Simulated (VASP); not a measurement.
# Ni (Fm-3m) in VASP: relaxation of cell and atoms with r2SCAN

Aim: the relaxation of cell and atoms of Ni with r2SCAN.

All numbers are computed with VASP 6.6.1; they aren't measurements. Logs are shortened: lines on timing, memory, paths and dates and some standing lists are left out, and cuts for length are marked.

### 1 The cell of the first run

Symmetry: Fm-3m, No. 225, cubic system. Conventional cell: a = 3.524 Å, b = 3.524 Å, c = 3.524 Å, α = 90.00°, β = 90.00°, γ = 90.00°. Ni (site symmetry m-3m) has 12 Ni at 2.49 Å within 3.3 Å.

### 2 Relaxation of cell and atoms, r2SCAN, collinear spin, ferromagnetic start

File POSCAR:

```
Ni
1.0
    0.0000000000      1.7619350000      1.7619350000
    1.7619350000      0.0000000000      1.7619350000
    1.7619350000      1.7619350000      0.0000000000
Ni
1
Direct
    0.0000000000      0.0000000000      0.0000000000
```

File INCAR.step1:

```
SYSTEM = Ni
PREC = Accurate
ENCUT = 600
ISMEAR = -1
SIGMA = 0.05
LREAL = .False.
LASPH = .True.
NELM = 150
ISPIN = 2
MAGMOM = 1.5
LMAXMIX = 4
GGA = PE
ALGO = Normal
EDIFF = 1E-4
LWAVE = .True.
LCHARG = .False.
```

File INCAR.step2:

```
SYSTEM = Ni
PREC = Accurate
ENCUT = 600
EDIFF = 1E-7
ISMEAR = -1
SIGMA = 0.05
LREAL = .False.
LASPH = .True.
NELM = 150
ALGO = Normal
ISIF = 3
LWAVE = .False.
LCHARG = .False.
ISPIN = 2
MAGMOM = 1.5
LORBIT = 11
LMAXMIX = 4
METAGGA = R2SCAN
LMIXTAU = .True.
IBRION = 2
NSW = 80
EDIFFG = -0.02
ISTART = 1
```

File KPOINTS:

```
regular mesh
0
Gamma
  12 12 12
  0 0 0
```

Potentials or basis: VASP PAW PBE potentials, release 64 (Ni).

Started as:

```sh
cat potpaw_PBE.64/Ni/POTCAR > POTCAR
cp INCAR.step1 INCAR
mpirun -np 1 vasp_std > vasp.out
cp INCAR.step2 INCAR
mpirun -np 1 vasp_std > vasp.out
```

OUTCAR:

```text
SYSTEM = Ni
   PREC = Accurate
   ENCUT = 600
   EDIFF = 1E-7
   ISMEAR = -1
   LREAL = .False.
   LASPH = .True.
   NELM = 150
   ISIF = 3
   ISPIN = 2
   LORBIT = 11
   METAGGA = R2SCAN
   IBRION = 2
   NSW = 80
   EDIFFG = -0.02
   ISTART = 1

 ion  position               nearest neighbor table
   1  0.000  0.000  0.000-

  LATTYP: Found a face centered cubic cell.
 ALAT       =     3.5238700000

  Lattice vectors:

 A1 = (   0.0000000000,   1.7619350000,   1.7619350000)
 A2 = (   1.7619350000,   0.0000000000,   1.7619350000)
 A3 = (   1.7619350000,   1.7619350000,   0.0000000000)

Analysis of symmetry for initial positions (statically):
=====================================================================
 Subroutine PRICEL returns:
 Original cell was already a primitive cell.

 Routine SETGRP: Setting up the symmetry group for a
 face centered cubic supercell.

 Subroutine GETGRP returns: Found 48 space group operations
 (whereof 48 operations were pure point group operations)
 out of a pool of 48 trial point group operations.

The static configuration has the point symmetry O_h .

Analysis of symmetry for dynamics (positions and initial velocities):
=====================================================================
 Subroutine PRICEL returns:
 Original cell was already a primitive cell.

 Routine SETGRP: Setting up the symmetry group for a
 face centered cubic supercell.

 Subroutine GETGRP returns: Found 48 space group operations
 (whereof 48 operations were pure point group operations)
 out of a pool of 48 trial point group operations.

The dynamic configuration has the point symmetry O_h .

Analysis of structural, dynamic, and magnetic symmetry:
=====================================================================
 Subroutine PRICEL returns:
 Original cell was already a primitive cell.

 Routine SETGRP: Setting up the symmetry group for a
 face centered cubic supercell.

 Subroutine GETGRP returns: Found 48 space group operations
 (whereof 48 operations were pure point group operations)
 out of a pool of 48 trial point group operations.

The overall configuration has the point symmetry O_h .

 Subroutine INISYM returns: Found 48 space group operations
 (whereof 48 operations are pure point group operations),
 and found     1 'primitive' translations

----------------------------------------------------------------------------------------

                                     Primitive cell

  volume of cell :      10.9396

  direct lattice vectors                    reciprocal lattice vectors
     0.000000000  1.761935000  1.761935000    -0.283778914  0.283778914  0.283778914
     1.761935000  0.000000000  1.761935000     0.283778914 -0.283778914  0.283778914
     1.761935000  1.761935000  0.000000000     0.283778914  0.283778914 -0.283778914

  length of vectors
     2.491752373  2.491752373  2.491752373     0.491519496  0.491519496  0.491519496

  position of ions in fractional coordinates (direct lattice)
     0.000000000  0.000000000  0.000000000

  ion indices of the primitive-cell ions
   primitive index   ion index
                 1           1

----------------------------------------------------------------------------------------

 KPOINTS: regular mesh

Automatic generation of k-mesh.
 Grid dimensions read from file:
 generate k-points for:   12   12   12

 Generating k-lattice:

  Cartesian coordinates                     Fractional coordinates (reciprocal lattice)
    -0.023648243  0.023648243  0.023648243     0.083333333  0.000000000  0.000000000
     0.023648243 -0.023648243  0.023648243     0.000000000  0.083333333  0.000000000
     0.023648243  0.023648243 -0.023648243     0.000000000  0.000000000  0.083333333

  Length of vectors
     0.040959958  0.040959958  0.040959958

  Shift w.r.t. Gamma in fractional coordinates (k-lattice)
     0.000000000  0.000000000  0.000000000

 Subroutine IBZKPT returns following result:
 ===========================================

 Found     72 irreducible k-points:

 Following reciprocal coordinates:
            Coordinates               Weight
  0.000000  0.000000  0.000000      1.000000
  0.083333  0.000000  0.000000      8.000000
  0.166667  0.000000  0.000000      8.000000
  0.250000  0.000000  0.000000      8.000000
  0.333333  0.000000  0.000000      8.000000
  0.416667  0.000000  0.000000      8.000000
[... 16 lines left out ...]
  0.500000  0.166667  0.000000     24.000000
 -0.416667  0.166667  0.000000     24.000000
 [... further k-points ...]
   k-points           NKPTS =     72   k-points in BZ     NKDIM =     72   number of bands    NBANDS=     10
   number of dos      NEDOS =    301   number of ions     NIONS =      1
   total plane-waves  NPLWV =   8000
   dimension x,y,z NGX =    20 NGY =   20 NGZ =   20
   dimension x,y,z NGXF=    40 NGYF=   40 NGZF=   40
   ions per type =               1
   NGX,Y,Z   is equivalent  to a cutoff of  13.34, 13.34, 13.34 a.u.
   NGXF,Y,Z  is equivalent  to a cutoff of  26.69, 26.69, 26.69 a.u.
 SYSTEM =  Ni
   PREC   = accura    normal or accurate (medium, high low for compatibility)
   ISTART =      1    job   : 0-new  1-cont  2-samecut
   ICHARG =      0    charge: 1-file 2-atom 10-const
   ISPIN  =      2    spin polarized calculation?
   LNONCOLLINEAR =      F non collinear calculations
   LSORBIT =      F    spin-orbit coupling
   LASPH  =      T    aspherical Exc in radial PAW
   ENCUT  =  600.0 eV  44.10 Ry    6.64 a.u.   4.98  4.98  4.98*2*pi/ulx,y,z
   NELM   =    150;   NELMIN=  2; NELMDL=  0     # of ELM steps
   EDIFF  = 0.1E-06   stopping-criterion for ELM
   LREAL  =      F    real-space projection
   EDIFFG = -.2E-01   stopping-criterion for IOM
   NSW    =     80    number of steps for IOM
   IBRION =      2    ionic relax: 0-MD 1-quasi-New 2-CG
   NFREE  =      1    steps in history (QN), initial steepest desc. (CG)
   ISIF   =      3    stress and relaxation
   ISYM   =      2    0-nonsym 1-usesym 2-fastsym
   POTIM  = 0.5000    time-step for ionic-motion
   TEBEG  =    0.0;   TEEND  =   0.0 temperature during run
   PSTRESS=    0.0 pullay stress
   NELECT =      10.0000    total number of electrons
   NUPDOWN=      -1.0000    fix difference up-down
   EMIN   =  10.00;   EMAX   =-10.00  energy-range for DOS
   EFERMI =   0.00;   METHOD = LEGACY
   ISMEAR =    -1;   SIGMA  =   0.05  broadening in eV -4-tet -1-fermi 0-gaus
   EFERMI_NEDOS =   21; number of points for ismear=-14 and -15
   IALGO  =     38    algorithm
   IMIX   =      4    mixing-type and parameters
     AMIX     =   0.40;   BMIX     =  1.00
     AMIX_MAG =   1.60;   BMIX_MAG =  1.00
  volume/ion in A,a.u.               =      10.94        73.82
  Fermi-wavevector in a.u.,A,eV,Ry     =   1.588821  3.002436 34.345893  2.524352
  Thomas-Fermi vector in A             =   2.687765
   LORBIT       =     11    0 simple, 1 ext, 2 COOP (PROOUT), +10 PAW based schemes
   METAGGA = R2SCAN    functional components
   LHFCALC =     F    Hartree Fock is set to
   AEXX    =    0.0000 exact exchange contribution
   IVDW    =     0    specifies the selected vdW correction
   LEPSILON=     F    determine dielectric tensor
   LRPA    =     F    only Hartree local field effects (RPA)
 conjugate gradient relaxation of ions
 spin polarized calculation
  energy-cutoff  :      600.00
  volume of cell :       10.94
 maximum number of plane-waves:       380
   NGX =  9   NGY =  9   NGZ =  9

--------------------------------------- Ionic step        1  -------------------------------------------

 number of electron      10.0000010 magnetization       0.7306715

 Free energy of the ion-electron system (eV)
  ---------------------------------------------------
  ext. energy  EPLUGINS =         0.00000000
  ---------------------------------------------------
  free energy    TOTEN  =       -11.94403898 eV

  energy without entropy =      -11.93556566  energy(sigma->0) =      -11.93980232

------------------------ aborting loop because EDIFF is reached ----------------------------------------

  FORCE on cell =-STRESS in cart. coord.  units (eV):
  Direction    XX          YY          ZZ          XY          YZ          ZX
  --------------------------------------------------------------------------------------
  -------------------------------------------------------------------------------------
  Total       -0.5220744     -0.5220744     -0.5220744      0.0000000      0.0000000      0.0000000
  in kB      -76.4615922    -76.4615922    -76.4615922      0.0000000      0.0000000      0.0000000
  external PRESSURE =     -76.4615922 kB  Pullay stress =       0.0000000 kB
[... 20 lines left out ...]
  energy  without entropy=      -11.9355656636  energy(sigma->0) =      -11.93980232

--------------------------------------- Ionic step        2  -------------------------------------------

 number of electron       9.9999992 magnetization       0.7192633

 E-fermi :  10.3417     XC(G=0): -14.8786

 val. band max:       10.2849138461   @ k =  -0.1667   0.1667   0.0000
 cond. band min:      10.3893139284   @ k =  -0.3333   0.2500   0.0833
 fundamental gap:      0.1044000824
 Fermi energy:        10.3416565625

 spin component 1

 k-point     1 :       0.0000    0.0000    0.0000
  band No.  band energies     occupation
      1       0.4354      1.00000
      2       7.2298      1.00000
      3       7.2298      1.00000
      4       7.2298      1.00000
      5       8.6371      1.00000
      6       8.6371      1.00000
      7      35.5267      0.00000
      8      40.2504      0.00000
      9      40.2504      0.00000
     10      40.2506      0.00000
[... 647 lines left out ...]
  energy  without entropy=      -11.9359356134  energy(sigma->0) =      -11.93962750

--------------------------------------- Ionic step        3  -------------------------------------------

 number of electron      10.0000001 magnetization       0.7239293

 Free energy of the ion-electron system (eV)
  ---------------------------------------------------
  ext. energy  EPLUGINS =         0.00000000
  ---------------------------------------------------
  free energy    TOTEN  =       -11.95419866 eV

  energy without entropy =      -11.94631363  energy(sigma->0) =      -11.95025614

 E-fermi :   9.7762     XC(G=0): -14.6094

 val. band max:        9.7163269219   @ k =  -0.1667   0.1667   0.0000
 cond. band min:       9.8277212748   @ k =   0.5000   0.1667   0.0833
 fundamental gap:      0.1113943529
 Fermi energy:         9.7762021084

 spin component 1

 k-point     1 :       0.0000    0.0000    0.0000
  band No.  band energies     occupation
      1       0.1511      1.00000
      2       6.7580      1.00000
      3       6.7581      1.00000
      4       6.7581      1.00000
      5       8.1033      1.00000
      6       8.1033      1.00000
      7      34.6180      0.00000
      8      39.0266      0.00000
      9      39.0266      0.00000
     10      39.0268      0.00000
[... 643 lines left out ...]
  FREE ENERGIE OF THE ION-ELECTRON SYSTEM (eV)
  ---------------------------------------------------
  free  energy   TOTEN  =       -11.9541986570 eV

  energy  without entropy=      -11.9463136306  energy(sigma->0) =      -11.95025614

 reached required accuracy - stopping structural energy minimisation

 total charge

# of ion       s       p       d       tot
------------------------------------------
    1        0.529   0.548   8.329   9.405

 magnetization (x)

# of ion       s       p       d       tot
------------------------------------------
    1       -0.010  -0.047   0.801   0.744
```

Wall time 88 s (1 thread of Intel Xeon 6975P-C (Granite Rapids), shared host); peak memory 0.15 GiB.

Results:

```
Free energy                                           : -11.9542 eV
Relaxed volume                                        : 10.53 Å³/atom
Relaxed cell                                          : a = 2.460 Å, b = 2.460 Å, c = 2.460 Å, α = 60.00°, β = 60.00°, γ = 60.00°
Space group after relaxing (to 0.1 Å)                 : Fm-3m (No. 225)
Energy gained by relaxing                             : 10.2 meV/atom
Ionic steps                                           : 3
Pressure after relaxing                               : -0.1 GPa
Net moment                                            : 0.72 μB per cell
Site moments                                          : Ni +0.74 μB
Valence electrons inside the program's atomic spheres : Ni 9.40
```

The path:
```csv
step,energy change (eV),largest force (eV/Å),pressure (GPa),volume (Å³)
1,0.0000,0.0000,-7.65,10.94
2,0.0007,0.0000,9.14,10.13
3,-0.0102,0.0000,-0.09,10.53
```

Final structure:
```
CELL_PARAMETERS angstrom
0.00000 1.73975 1.73975
1.73975 0.00000 1.73975
1.73975 1.73975 0.00000
ATOMIC_POSITIONS crystal
Ni 0.00000 0.00000 0.00000
```

Caveat: the PAW data sets were made with another functional, which shifts forces and pressure a little.
